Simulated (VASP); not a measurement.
# MoS2 (P6_3/mmc) in VASP: further runs, part 3 of 3

VASP 6.6.1.

**6. Single point, revPBE+D4, collinear spin (17.43 Å³/atom)**

This run uses another cell than the first one, of 17.43 Å³/atom.

INCAR

```
SYSTEM = MoS2
PREC = Accurate ; ENCUT = 500
EDIFF = 1E-6 ; ISMEAR = 0
SIGMA = 0.05 ; LREAL = .FALSE.
LASPH = .TRUE. ; NELM = 200
ALGO = Normal ; ISIF = 2
LWAVE = .FALSE. ; LCHARG = .TRUE.
ISPIN = 2 ; MAGMOM = 0.05 0.05 0 0 0 0
LORBIT = 11 ; LMAXMIX = 4
GGA = RE ; IVDW = 13
LELF = .TRUE. ; LVHAR = .TRUE.
NBANDS = 39 ; GGA_COMPAT = .FALSE.
```

KPOINTS

```
Automatic mesh
0
G
  8 8 2
  0 0 0
```

POSCAR

```
MoS2
1.0
    3.1562406993      0.0000000000      0.0000000000
   -1.5781203497      2.7333846261      0.0000000000
    0.0000000000      0.0000000000     12.1205926158
Mo S
2 4
Direct
    0.3333333333      0.6666666667      0.2500000000
    0.6666666667      0.3333333333      0.7500000000
    0.3333333333      0.6666666667      0.6208522747
    0.6666666667      0.3333333333      0.1208522747
    0.3333333333      0.6666666667      0.8791477253
    0.6666666667      0.3333333333      0.3791477253
```

Potentials or basis: VASP PAW PBE potentials, release 64 (Mo_sv, S).

On the command line:

```
> cat potpaw_PBE.64/Mo_sv/POTCAR potpaw_PBE.64/S/POTCAR > POTCAR
> mpirun -np 1 vasp_std > vasp.out
```

OUTCAR:

```text
SYSTEM = MoS2
   PREC = Accurate
   ENCUT = 500
   EDIFF = 1E-6
   ISMEAR = 0
   LREAL = .FALSE.
   LASPH = .TRUE.
   NELM = 200
   ISIF = 2
   ISPIN = 2
   LORBIT = 11
   GGA = RE
   IVDW = 13

 ion  position               nearest neighbor table
   1  0.333  0.667  0.250-   4 2.40   6 2.40   4 2.40   6 2.40   4 2.40   6 2.40
   2  0.667  0.333  0.750-   3 2.40   5 2.40   3 2.40   5 2.40   3 2.40   5 2.40
   3  0.333  0.667  0.621-   2 2.40   2 2.40   2 2.40
   4  0.667  0.333  0.121-   1 2.40   1 2.40   1 2.40
   5  0.333  0.667  0.879-   2 2.40   2 2.40   2 2.40
   6  0.667  0.333  0.379-   1 2.40   1 2.40   1 2.40

  LATTYP: Found a hexagonal cell.
 ALAT       =     3.1562406993
 C/A-ratio  =     3.8401990756

  Lattice vectors:

 A1 = (   3.1562406993,   0.0000000000,   0.0000000000)
 A2 = (  -1.5781203497,   2.7333846261,   0.0000000000)
 A3 = (   0.0000000000,   0.0000000000,  12.1205926158)

Analysis of symmetry for initial positions (statically):
=====================================================================
 Subroutine PRICEL returns:
 Original cell was already a primitive cell.

 Routine SETGRP: Setting up the symmetry group for a
 hexagonal supercell.

 Subroutine GETGRP returns: Found 24 space group operations
 (whereof 12 operations were pure point group operations)
 out of a pool of 24 trial point group operations.

The static configuration has the point symmetry D_3d.
 The point group associated with its full space group is D_6h.

Analysis of symmetry for dynamics (positions and initial velocities):
=====================================================================
 Subroutine PRICEL returns:
 Original cell was already a primitive cell.

 Routine SETGRP: Setting up the symmetry group for a
 hexagonal supercell.

 Subroutine GETGRP returns: Found 24 space group operations
 (whereof 12 operations were pure point group operations)
 out of a pool of 24 trial point group operations.

The dynamic configuration has the point symmetry D_3d.
[... 180 lines left out ...]
      1     -53.6336      1.00000
      2     -53.6336      1.00000
      3     -27.7894      1.00000
      4     -27.7893      1.00000
      5     -27.5591      1.00000
      6     -27.5591      1.00000
[... 809 lines left out ...]
     37      15.6457      0.00000
     38      15.6457      0.00000
 Fermi energy:         8.1329855376

 spin component 2

 k-point     1 :       0.0000    0.0000    0.0000
  band No.  band energies     occupation
      1     -53.6336      1.00000
      2     -53.6336      1.00000
      3     -27.7894      1.00000
      4     -27.7893      1.00000
      5     -27.5591      1.00000
      6     -27.5591      1.00000
[... 809 lines left out ...]
     37      15.6457      0.00000
     38      15.6457      0.00000
 [bands above 38 left out]

------------------------ aborting loop because EDIFF is reached ----------------------------------------

  DFT-D4 for vdW energy calculation

  Edisp (eV):   -4.79642

  FORCE on cell =-STRESS in cart. coord.  units (eV):
  Direction    XX          YY          ZZ          XY          YZ          ZX
  --------------------------------------------------------------------------------------
  -------------------------------------------------------------------------------------
  Total      -1.40374    -1.40374    -1.42144     0.00000    -0.00000     0.00000
  in kB     -21.50815   -21.50815   -21.77929     0.00000    -0.00000     0.00000
  external pressure =      -21.60 kB  Pullay stress =        0.00 kB

 VOLUME and BASIS-vectors are now :
 -----------------------------------------------------------------------------
  energy-cutoff  :      500.00
  volume of cell :      104.57
      direct lattice vectors                 reciprocal lattice vectors
     3.156240699  0.000000000  0.000000000     0.316832617  0.182923397  0.000000000
    -1.578120350  2.733384626  0.000000000     0.000000000  0.365846793  0.000000000
     0.000000000  0.000000000 12.120592616     0.000000000  0.000000000  0.082504217

 POSITION                                       TOTAL-FORCE (eV/Angst)
 -----------------------------------------------------------------------------------
     -0.00000      1.82226      3.03015         0.000000      0.000000      0.000000
      1.57812      0.91113      9.09044        -0.000000      0.000000      0.000000
     -0.00000      1.82226      7.52510        -0.000000      0.000000      0.027655
      1.57812      0.91113      1.46480        -0.000000     -0.000000      0.027655
     -0.00000      1.82226     10.65579         0.000000      0.000000     -0.027655
      1.57812      0.91113      4.59550        -0.000000     -0.000000     -0.027655
 -----------------------------------------------------------------------------------
    total drift:                               -0.000000      0.000000     -0.000000

  FREE ENERGIE OF THE ION-ELECTRON SYSTEM (eV)
  ---------------------------------------------------
  free  energy   TOTEN  =       -46.1130680402 eV

  energy  without entropy=      -46.1130680402  energy(sigma->0) =      -46.11306804

 total charge

# of ion       s       p       d       tot
------------------------------------------
    1        2.291   6.224   3.954  12.469
    2        2.291   6.224   3.954  12.469
    3        1.368   2.350   0.000   3.718
    4        1.368   2.350   0.000   3.718
    5        1.368   2.350   0.000   3.718
    6        1.368   2.350   0.000   3.718
--------------------------------------------------
tot         10.056  21.846   7.908  39.810

 magnetization (x)

# of ion       s       p       d       tot
------------------------------------------
    1       -0.000  -0.000  -0.000  -0.000
    2       -0.000  -0.000  -0.000  -0.000
    3        0.000   0.000   0.000   0.000
    4        0.000   0.000   0.000   0.000
    5        0.000   0.000   0.000   0.000
    6        0.000   0.000   0.000   0.000
--------------------------------------------------
tot          0.000   0.000  -0.000   0.000
```

OSZICAR:

```text
N       E                     dE             d eps       ncg     rms          rms(c)
DAV:   1     0.426430476028E+03    0.42643E+03   -0.28116E+04  3424   0.122E+03
DAV:   2    -0.243221784032E+02   -0.45075E+03   -0.43349E+03  3738   0.335E+02
DAV:   3    -0.438255985068E+02   -0.19503E+02   -0.19192E+02  3825   0.655E+01
DAV:   4    -0.441224794221E+02   -0.29688E+00   -0.29659E+00  3769   0.853E+00
DAV:   5    -0.441276307036E+02   -0.51513E-02   -0.51507E-02  3843   0.112E+00    0.348E+01
DAV:   6    -0.420590687796E+02    0.20686E+01   -0.10199E+01  3367   0.199E+01    0.130E+01
DAV:   7    -0.416956058711E+02    0.36346E+00   -0.45119E+00  3236   0.132E+01    0.860E+00
DAV:   8    -0.413130658675E+02    0.38254E+00   -0.76778E-01  3404   0.590E+00    0.286E+00
DAV:   9    -0.413232400963E+02   -0.10174E-01   -0.84955E-02  3710   0.134E+00    0.133E+00
DAV:  10    -0.413164828440E+02    0.67573E-02   -0.25733E-02  3520   0.101E+00    0.353E-01
DAV:  11    -0.413167460140E+02   -0.26317E-03   -0.15904E-03  3640   0.195E-01    0.159E-01
DAV:  12    -0.413166076231E+02    0.13839E-03   -0.36845E-04  3672   0.102E-01    0.788E-02
DAV:  13    -0.413166399355E+02   -0.32312E-04   -0.13971E-04  3547   0.537E-02    0.988E-03
DAV:  14    -0.413166485740E+02   -0.86385E-05   -0.11894E-05  3587   0.141E-02    0.816E-03
DAV:  15    -0.413166513852E+02   -0.28113E-05   -0.28724E-06  3182   0.790E-03    0.612E-03
DAV:  16    -0.413166523988E+02   -0.10136E-05   -0.32170E-06  3218   0.805E-03    0.396E-03
DAV:  17    -0.413166525183E+02   -0.11949E-06   -0.84226E-08  2285   0.148E-03
   1 F= -.46113068E+02 E0= -.46113068E+02  d E =-.499048E-12  mag=    -0.0000
```

stdout:

```text
POSCAR found type information on POSCAR MoS
 POSCAR found :  2 types and       6 ions
 scaLAPACK will be used
 -----------------------------------------------------------------------------
|                                                                             |
|                                                                             |
|     You enforced a specific xc type in the INCAR file but a different       |
|     I HOPE YOU KNOW WHAT YOU ARE DOING!                                     |
|                                                                             |
 -----------------------------------------------------------------------------

 LDA part: xc-table for (Slater+PW92), standard interpolation
 POSCAR, INCAR and KPOINTS ok, starting setup
 FFT: planning ... GRIDC
 FFT: planning ... GRID_SOFT
 FFT: planning ... GRID
 WAVECAR not read
 entering main loop
```

Wall time 3.3 min (1 thread of Oxide Virtual Turin-like, shared host); peak memory 0.28 GiB.

What came out:

| Item | Value |
| --- | --- |
| Free energy | -46.1131 eV |
| Pressure | -2.2 GPa |
| Largest force | 0.028 eV/Å |
| Band gap on the k mesh | 0.94 eV (least direct gap 1.96 eV) |
| Net moment | 0.00 μB per cell |
| Valence electrons inside the program's atomic spheres | Mo 12.47; S 3.72 |
| Dispersion energy per atom | -0.799 eV |

Forces on the atoms (eV/Å):
```
Mo   0.000  0.000  0.000
Mo   0.000  0.000  0.000
S    0.000  0.000  0.028
S    0.000  0.000  0.028
S    0.000  0.000 -0.028
S    0.000  0.000 -0.028
```

Levels at points of the mesh, in eV from the valence-band top:
Spin up:
| k point | band 24 | band 25 | band 26 | band 27 | band 28 | band 29 |
| --- | --- | --- | --- | --- | --- | --- |
| (0.00, 0.00, 0.00) | -1.22 | -1.12 | 0.00 | 2.09 | 2.09 | 2.12 |
| (0.50, 0.00, 0.00) | -1.53 | -1.46 | -1.31 | 1.61 | 1.67 | 2.00 |
| (0.00, 0.00, 0.50) | -2.18 | -0.26 | -0.26 | 2.09 | 2.09 | 2.09 |
| (0.50, 0.00, 0.50) | -1.66 | -1.38 | -1.38 | 1.63 | 1.63 | 2.16 |
Spin down:
| k point | band 23 | band 24 | band 25 | band 26 | band 27 | band 28 | band 29 | band 30 |
| --- | --- | --- | --- | --- | --- | --- | --- | --- |
| (0.00, 0.00, 0.00) | -2.15 | -1.22 | -1.12 | 0.00 | 2.09 | 2.09 | 2.12 | 2.12 |
| (0.50, 0.00, 0.00) | -1.78 | -1.53 | -1.46 | -1.31 | 1.61 | 1.67 | 2.00 | 2.30 |
| (0.00, 0.00, 0.50) | -2.18 | -2.18 | -0.26 | -0.26 | 2.09 | 2.09 | 2.09 | 2.09 |
| (0.50, 0.00, 0.50) | -1.66 | -1.66 | -1.38 | -1.38 | 1.63 | 1.63 | 2.16 | 2.16 |

Caveat: the PAW data sets were made with another functional, which shifts forces and pressure a little. A k mesh can miss the band edges.

**7. Overview**

```tsv
task	level	cell	gap on the mesh (eV)	pressure (GPa)	moment (μB)	largest force (eV/Å)
relaxation of shape and atoms at fixed volume	PBEsol	relaxed from a = 3.132, b = 3.132, c = 12.704 Å, angles 90.0, 90.0, 120.0°, 6 atoms, atomic positions A	1.11	-0.1	0.00	-
single point	revPBE+D4	a = 3.138, b = 3.138, c = 11.819 Å, angles 90.0, 90.0, 120.0°, 6 atoms, atomic positions B	0.80	-0.3	0.00	0.04
single point	revPBE+D4	a = 3.148, b = 3.148, c = 11.973 Å, angles 90.0, 90.0, 120.0°, 6 atoms, atomic positions C	0.87	-1.4	0.00	0.03
single point	PBEsol	a = 3.132, b = 3.132, c = 12.196 Å, angles 90.0, 90.0, 120.0°, 6 atoms, atomic positions D	0.92	1.0	0.00	-
single point	revPBE+D4	a = 3.156, b = 3.156, c = 12.121 Å, angles 90.0, 90.0, 120.0°, 6 atoms, atomic positions E	0.94	-2.2	0.00	0.03
```

Alike in all rows: potentials or basis VASP PAW PBE potentials, release 64 (Mo_sv, S); spin collinear; k mesh 8 × 8 × 2; cutoff (eV) 500; smearing gaussian 0.05 eV.

Caveats: the PAW data sets were made with another functional, which shifts forces and pressure a little; this functional lacks dispersion, which binds layers or chains, so the pressure and a relaxed spacing across them are unreliable (at least some runs).

Total energies depend on the potentials used, so only differences within one code and one set of settings carry meaning.

**8. Comparison with measurements**

Step 3. Measured gap of MoS2: 1.3 eV (indirect; 300 K; “Multiwavelength excitation Raman Scattering Analysis of bulk and 2 dimensional MoS2: Vibrational properties of atomically thin MoS2 layers”, 2015, arxiv:1506.03228). This calculation gives 0.80 eV (-0.50 eV). Spin-orbit coupling on Mo is left out. The value is that of revPBE+D4 on a finite k mesh, which can miss the band edges, without temperature or zero-point motion. Semilocal functionals fall short of measured gaps as a rule.
